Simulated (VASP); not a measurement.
# CdS (I-4m2) in VASP: a series of runs

The runs below take CdS through single point, with PBE.

Everything below comes from runs of VASP 6.6.1. Logs are shortened: lines on timing, memory, paths and dates and some standing lists are left out, and cuts for length are marked.

**1. The cell of the first run**

The structure is tetragonal, space group I-4m2 (No. 119). The conventional cell has a = 4.157 Å, b = 4.157 Å, c = 5.585 Å, α = 90.00°, β = 90.00°, γ = 90.00°. Cd (site symmetry -4m2) has 4 S at 2.50 Å within 3.3 Å. S (site symmetry -4m2) has 4 Cd at 2.50 Å within 3.3 Å.

**2. Single point, PBE (uniaxial z strain -5.0%)**

File INCAR:

```
SYSTEM = CdS
ALGO = Normal
EDIFF = 1E-6
ENCUT = 520
GGA = PE
ISIF = 2
ISMEAR = 0
LASPH = .TRUE.
LCHARG = .FALSE.
LREAL = .FALSE.
LWAVE = .FALSE.
NBANDS = 16
NELM = 100
PREC = Accurate
SIGMA = 0.01
```

File KPOINTS:

```
k-points
0
G
  4 4 4
  0 0 0
```

File POSCAR:

```
CdS
1.0
    0.0000000000      2.9392148365      2.7922540947
    2.9392148365      0.0000000000      2.7922540947
    2.9392148365      2.9392148365      0.0000000000
Cd S
1 1
Direct
    0.0000000000      0.0000000000      0.0000000000
    0.2500000000      0.2500000000      0.2500000000
```

Potentials or basis: VASP PAW PBE potentials, release 64 (Cd, S).

Started as:

```console
> cat potpaw_PBE.64/Cd/POTCAR potpaw_PBE.64/S/POTCAR > POTCAR
> mpirun -np 1 vasp_std > vasp.out
```

OUTCAR:

```text
SYSTEM = CdS
   EDIFF = 1E-6
   ENCUT = 520
   GGA = PE
   ISIF = 2
   ISMEAR = 0
   LASPH = .TRUE.
   LREAL = .FALSE.
   NELM = 100
   PREC = Accurate

 ion  position               nearest neighbor table
   1  0.000  0.000  0.000-   2 2.50   2 2.50   2 2.50   2 2.50
   2  0.250  0.250  0.250-   1 2.50   1 2.50   1 2.50   1 2.50

  LATTYP: Found a body centered tetragonal cell.
 ALAT       =     4.1566774845
 C/A-ratio  =     1.3435028843

  Lattice vectors:

 A1 = (   0.0000000000,  -2.9392148365,  -2.7922540947)
 A2 = (   0.0000000000,   2.9392148365,  -2.7922540947)
 A3 = (   2.9392148365,   0.0000000000,   2.7922540947)

Analysis of symmetry for initial positions (statically):
=====================================================================
 Subroutine PRICEL returns:
 Original cell was already a primitive cell.

 Routine SETGRP: Setting up the symmetry group for a
 body centered tetragonal supercell.

 Subroutine GETGRP returns: Found  8 space group operations
 (whereof  8 operations were pure point group operations)
 out of a pool of 16 trial point group operations.

The static configuration has the point symmetry D_2d.

Analysis of symmetry for dynamics (positions and initial velocities):
=====================================================================
 Subroutine PRICEL returns:
 Original cell was already a primitive cell.

 Routine SETGRP: Setting up the symmetry group for a
 body centered tetragonal supercell.

 Subroutine GETGRP returns: Found  8 space group operations
 (whereof  8 operations were pure point group operations)
 out of a pool of 16 trial point group operations.

The dynamic configuration has the point symmetry D_2d.

 Subroutine INISYM returns: Found  8 space group operations
 (whereof  8 operations are pure point group operations),
 and found     1 'primitive' translations

----------------------------------------------------------------------------------------

                                     Primitive cell

  volume of cell :      48.2445

  direct lattice vectors                    reciprocal lattice vectors
     0.000000000  2.939214837  2.792254095    -0.170113458  0.170113458  0.179066798
     2.939214837  0.000000000  2.792254095     0.170113458 -0.170113458  0.179066798
     2.939214837  2.939214837  0.000000000     0.170113458  0.170113458 -0.179066798

  length of vectors
     4.054092597  4.054092597  4.156677485     0.299903477  0.299903477  0.299903477

  position of ions in fractional coordinates (direct lattice)
     0.000000000  0.000000000  0.000000000
     0.250000000  0.250000000  0.250000000

  ion indices of the primitive-cell ions
   primitive index   ion index
                 1           1
                 2           2

----------------------------------------------------------------------------------------

 KPOINTS: k-points

Automatic generation of k-mesh.
 Grid dimensions read from file:
 generate k-points for:    4    4    4

 Generating k-lattice:

  Cartesian coordinates                     Fractional coordinates (reciprocal lattice)
    -0.042528365  0.042528365  0.044766700     0.250000000  0.000000000  0.000000000
     0.042528365 -0.042528365  0.044766700     0.000000000  0.250000000  0.000000000
     0.042528365  0.042528365 -0.044766700     0.000000000  0.000000000  0.250000000

  Length of vectors
     0.074975869  0.074975869  0.074975869

  Shift w.r.t. Gamma in fractional coordinates (k-lattice)
     0.000000000  0.000000000  0.000000000

 Subroutine IBZKPT returns following result:
 ===========================================

 Found     13 irreducible k-points:

 Following reciprocal coordinates:
            Coordinates               Weight
  0.000000  0.000000  0.000000      1.000000
  0.250000  0.000000  0.000000      8.000000
  0.500000  0.000000  0.000000      4.000000
  0.250000  0.250000  0.000000      2.000000
  0.500000  0.250000  0.000000      8.000000
 -0.250000  0.250000  0.000000      4.000000
  0.500000  0.500000  0.000000      1.000000
  0.250000  0.000000  0.250000      4.000000
  0.500000  0.000000  0.250000     16.000000
 -0.250000  0.000000  0.250000      8.000000
 -0.250000  0.500000  0.250000      4.000000
  0.500000  0.000000  0.500000      2.000000
 -0.250000  0.250000  0.500000      2.000000
   k-points           NKPTS =     13   k-points in BZ     NKDIM =     13   number of bands    NBANDS=     16
   number of dos      NEDOS =    301   number of ions     NIONS =      2
   total plane-waves  NPLWV =  28800
   dimension x,y,z NGX =    30 NGY =   30 NGZ =   32
   dimension x,y,z NGXF=    60 NGYF=   60 NGZF=   64
   ions per type =               1   1
   NGX,Y,Z   is equivalent  to a cutoff of  12.30, 12.30, 12.80 a.u.
   NGXF,Y,Z  is equivalent  to a cutoff of  24.60, 24.60, 25.60 a.u.
 SYSTEM =  CdS
   PREC   = accura    normal or accurate (medium, high low for compatibility)
   ISTART =      0    job   : 0-new  1-cont  2-samecut
   ICHARG =      2    charge: 1-file 2-atom 10-const
   ISPIN  =      1    spin polarized calculation?
   LNONCOLLINEAR =      F non collinear calculations
   LSORBIT =      F    spin-orbit coupling
   LASPH  =      T    aspherical Exc in radial PAW
   ENCUT  =  520.0 eV  38.22 Ry    6.18 a.u.   7.54  7.54  7.73*2*pi/ulx,y,z
   NELM   =    100;   NELMIN=  2; NELMDL= -5     # of ELM steps
   EDIFF  = 0.1E-05   stopping-criterion for ELM
   LREAL  =      F    real-space projection
   EDIFFG = 0.1E-04   stopping-criterion for IOM
   NSW    =      0    number of steps for IOM
   IBRION =     -1    ionic relax: 0-MD 1-quasi-New 2-CG
   NFREE  =      0    steps in history (QN), initial steepest desc. (CG)
   ISIF   =      2    stress and relaxation
   ISYM   =      2    0-nonsym 1-usesym 2-fastsym
   POTIM  = 0.5000    time-step for ionic-motion
   TEBEG  =    0.0;   TEEND  =   0.0 temperature during run
   PSTRESS=    0.0 pullay stress
   NELECT =      18.0000    total number of electrons
   NUPDOWN=      -1.0000    fix difference up-down
   EMIN   =  10.00;   EMAX   =-10.00  energy-range for DOS
   EFERMI =   0.00;   METHOD = LEGACY
   ISMEAR =     0;   SIGMA  =   0.01  broadening in eV -4-tet -1-fermi 0-gaus
   EFERMI_NEDOS =   21; number of points for ismear=-14 and -15
   IALGO  =     38    algorithm
   IMIX   =      4    mixing-type and parameters
     AMIX     =   0.40;   BMIX     =  1.00
     AMIX_MAG =   1.60;   BMIX_MAG =  1.00
  volume/ion in A,a.u.               =      24.12       162.78
  Fermi-wavevector in a.u.,A,eV,Ry     =   1.178555  2.227146 18.898377  1.388992
  Thomas-Fermi vector in A             =   2.314882
   LORBIT       =      0    0 simple, 1 ext, 2 COOP (PROOUT), +10 PAW based schemes
   GGA     = PE    functional components
   LHFCALC =     F    Hartree Fock is set to
   AEXX    =    0.0000 exact exchange contribution
   IVDW    =     0    specifies the selected vdW correction
   LEPSILON=     F    determine dielectric tensor
   LRPA    =     F    only Hartree local field effects (RPA)
 non-spin polarized calculation
 Gauss-broadening in eV      SIGMA  =   0.01
  energy-cutoff  :      520.00
  volume of cell :       48.24
 maximum number of plane-waves:      1318
   NGX = 15   NGY = 15   NGZ = 15

 number of electron      18.0000001 magnetization

 Free energy of the ion-electron system (eV)
  ---------------------------------------------------
  ext. energy  EPLUGINS =         0.00000000
  ---------------------------------------------------
  free energy    TOTEN  =        -6.04707517 eV

  energy without entropy =       -6.04707517  energy(sigma->0) =       -6.04707517

 E-fermi :   1.7730     XC(G=0):  -9.2751

 val. band max:        1.6721327590   @ k =   0.0000   0.0000   0.0000
 cond. band min:       2.7748344954   @ k =   0.0000   0.0000   0.0000
 fundamental gap:      1.1027017364
 Fermi energy:         1.7729629459

 k-point     1 :       0.0000    0.0000    0.0000
  band No.  band energies     occupation
      1     -10.9570      2.00000
      2      -6.2806      2.00000
      3      -6.2806      2.00000
      4      -6.2506      2.00000
      5      -5.7702      2.00000
      6      -5.7463      2.00000
[... 8 lines left out ...]
     15      13.0832      0.00000
     16      13.4302      0.00000

 k-point     2 :       0.2500    0.0000    0.0000
  band No.  band energies     occupation
      1     -10.7292      2.00000
      2      -6.2076      2.00000
      3      -6.1835      2.00000
      4      -6.0186      2.00000
      5      -5.7561      2.00000
      6      -5.7488      2.00000
[... 8 lines left out ...]
     15      12.2438      0.00000
     16      13.1228      0.00000

 k-point     3 :       0.5000    0.0000    0.0000
  band No.  band energies     occupation
      1     -10.5016      2.00000
      2      -6.1615      2.00000
      3      -6.1248      2.00000
      4      -5.7303      2.00000
      5      -5.7057      2.00000
      6      -5.3526      2.00000
[... 8 lines left out ...]
     15      14.0171      0.00000
     16      14.3457      0.00000

 k-point     4 :       0.2500    0.2500    0.0000
  band No.  band energies     occupation
      1     -10.6433      2.00000
      2      -6.1095      2.00000
      3      -6.1095      2.00000
      4      -6.0952      2.00000
      5      -5.7446      2.00000
      6      -5.7139      2.00000
[... 8 lines left out ...]
     15      13.1981      0.00000
     16      16.1532      0.00000

 k-point     5 :       0.5000    0.2500    0.0000
  band No.  band energies     occupation
      1     -10.4245      2.00000
      2      -6.0806      2.00000
      3      -6.0272      2.00000
      4      -5.8780      2.00000
      5      -5.6932      2.00000
      6      -5.2810      2.00000
[... 8 lines left out ...]
     15      14.2989      0.00000
     16      15.4420      0.00000

 k-point     6 :      -0.2500    0.2500    0.0000
  band No.  band energies     occupation
      1     -10.5081      2.00000
      2      -6.1041      2.00000
      3      -6.0962      2.00000
      4      -5.7796      2.00000
      5      -5.7682      2.00000
      6      -5.5302      2.00000
[... 8 lines left out ...]
     15      13.6095      0.00000
     16      14.9148      0.00000

 k-point     7 :       0.5000    0.5000    0.0000
  band No.  band energies     occupation
      1     -10.3471      2.00000
      2      -6.0727      2.00000
      3      -5.8982      2.00000
      4      -5.8982      2.00000
      5      -5.6572      2.00000
      6      -5.2087      2.00000
[... 8 lines left out ...]
     15      13.8356      0.00000
     16      15.0404      0.00000

 k-point     8 :       0.2500    0.0000    0.2500
  band No.  band energies     occupation
      1     -10.6614      2.00000
      2      -6.1179      2.00000
      3      -6.1027      2.00000
      4      -6.0758      2.00000
      5      -5.7935      2.00000
      6      -5.7079      2.00000
[... 8 lines left out ...]
     15      13.4734      0.00000
     16      16.6818      0.00000

 k-point     9 :       0.5000    0.0000    0.2500
  band No.  band energies     occupation
      1     -10.4375      2.00000
      2      -6.0983      2.00000
      3      -6.0075      2.00000
      4      -5.8481      2.00000
      5      -5.7076      2.00000
      6      -5.3388      2.00000
[... 8 lines left out ...]
     15      14.1862      0.00000
     16      15.3642      0.00000

 k-point    10 :      -0.2500    0.0000    0.2500
  band No.  band energies     occupation
      1     -10.5045      2.00000
      2      -6.1279      2.00000
      3      -6.0793      2.00000
      4      -5.8032      2.00000
      5      -5.7655      2.00000
      6      -5.4786      2.00000
[... 8 lines left out ...]
     15      14.2803      0.00000
     16      15.0049      0.00000

 k-point    11 :      -0.2500    0.5000    0.2500
  band No.  band energies     occupation
      1     -10.3597      2.00000
      2      -6.0189      2.00000
      3      -6.0149      2.00000
      4      -5.8027      2.00000
      5      -5.7522      2.00000
      6      -5.0711      2.00000
[... 8 lines left out ...]
     15      14.9283      0.00000
     16      15.1198      0.00000

 k-point    12 :       0.5000    0.0000    0.5000
  band No.  band energies     occupation
      1     -10.3689      2.00000
      2      -6.0436      2.00000
      3      -5.9296      2.00000
      4      -5.8639      2.00000
      5      -5.6693      2.00000
      6      -5.3237      2.00000
[... 8 lines left out ...]
     15      13.8837      0.00000
     16      14.9727      0.00000

 k-point    13 :      -0.2500    0.2500    0.5000
  band No.  band energies     occupation
      1     -10.3713      2.00000
      2      -6.0492      2.00000
      3      -5.9736      2.00000
      4      -5.8030      2.00000
      5      -5.7445      2.00000
      6      -5.1021      2.00000
[... 8 lines left out ...]
     15      14.6258      0.00000
     16      14.7454      0.00000

------------------------ aborting loop because EDIFF is reached ----------------------------------------

  FORCE on cell =-STRESS in cart. coord.  units (eV):
  Direction    XX          YY          ZZ          XY          YZ          ZX
  --------------------------------------------------------------------------------------
  -------------------------------------------------------------------------------------
  Total        1.5397951      1.5397951      1.7220542      0.0000000      0.0000000      0.0000000
  in kB       51.1359017     51.1359017     57.1886463      0.0000000      0.0000000      0.0000000
  external PRESSURE =      53.1534832 kB  Pullay stress =       0.0000000 kB

 VOLUME and BASIS-vectors are now :
 -----------------------------------------------------------------------------
  energy-cutoff  :      520.00
  volume of cell :       48.24
      direct lattice vectors                 reciprocal lattice vectors
     0.000000000  2.939214837  2.792254095    -0.170113458  0.170113458  0.179066798
     2.939214837  0.000000000  2.792254095     0.170113458 -0.170113458  0.179066798
     2.939214837  2.939214837  0.000000000     0.170113458  0.170113458 -0.179066798

 POSITION                                       TOTAL-FORCE (eV/Angst)
 -----------------------------------------------------------------------------------
      0.00000      0.00000      0.00000        -0.000000     -0.000000     -0.000000
      1.46961      1.46961      1.39613         0.000000      0.000000      0.000000
 -----------------------------------------------------------------------------------
    total drift:                                0.000001      0.000001      0.000005

  FREE ENERGIE OF THE ION-ELECTRON SYSTEM (eV)
  ---------------------------------------------------
  free  energy   TOTEN  =        -6.0470751674 eV

  energy  without entropy=       -6.0470751674  energy(sigma->0) =       -6.04707517
```

Wall time 10 s (1 thread of Intel Xeon Platinum 8559C (Emerald Rapids), shared host); peak memory 0.16 GiB.

What came out:

| Quantity | Value |
| --- | --- |
| Free energy | -6.0471 eV |
| Pressure | 5.3 GPa |
| Band gap on the k mesh | 1.10 eV, direct |

Levels at points of the mesh, in eV from the valence-band top:
```
           k point  band 7  band 8  band 9  band 10  band 11  band 12
(0.00, 0.00, 0.00)   -0.14   -0.14    0.00     1.10     6.44     6.44
(0.50, 0.00, 0.00)   -4.67   -0.99   -0.78     2.93     6.71     7.13
(0.50, 0.50, 0.00)   -3.96   -2.21   -2.21     3.28     3.98     9.62
(0.50, 0.00, 0.50)   -4.28   -2.04   -1.94     3.47     4.44     9.07
```

Caveat: the k points lie up to 0.47 Å⁻¹ apart; the cell differs from its parent crystal (uniaxial z strain -5.0%).

**3. Single point, PBE (uniaxial z strain -5.0%)**

File INCAR:

```
SYSTEM = CdS
PREC = Accurate
ENCUT = 520
EDIFF = 1E-6
ISMEAR = -1
SIGMA = 0.02
LREAL = .FALSE.
LASPH = .TRUE.
NELM = 60
ALGO = Normal
ISIF = 2
LWAVE = .FALSE.
LCHARG = .FALSE.
GGA = PE
NBANDS = 16
```

File KPOINTS:

```
regular mesh
0
G
  8 8 8
  0 0 0
```

POSCAR is that of step 2.

Potentials or basis: VASP PAW PBE potentials, release 64 (Cd, S).

Started as:

```console
> cat potpaw_PBE.64/Cd/POTCAR potpaw_PBE.64/S/POTCAR > POTCAR
> mpirun -np 1 vasp_std > vasp.out
```

Wall time 26 s (1 thread of Intel Xeon Platinum 8559C (Emerald Rapids), shared host); peak memory 0.2 GiB.

Results (log left out):

```yaml
Free_energy: -6.0819 eV
Pressure: 5.1 GPa
Band_gap_on_the_k_mesh: 1.11 eV, direct
```

Stress tensor (GPa, compression positive):
```
4.93 0.00 0.00
0.00 4.93 0.00
0.00 0.00 5.54
```

Levels at points of the mesh, in eV from the valence-band top:
```tsv
k point	band 7	band 8	band 9	band 10	band 11	band 12
(0.00, 0.00, 0.00)	-0.14	-0.14	0.00	1.11	6.46	6.46
(0.50, 0.00, 0.00)	-4.66	-0.98	-0.78	2.94	6.73	7.14
(0.50, 0.50, 0.00)	-3.95	-2.20	-2.20	3.29	3.99	9.62
(0.50, 0.00, 0.50)	-4.26	-2.04	-1.94	3.48	4.45	9.08
```

Caveat: the cell differs from its parent crystal (uniaxial z strain -5.0%).
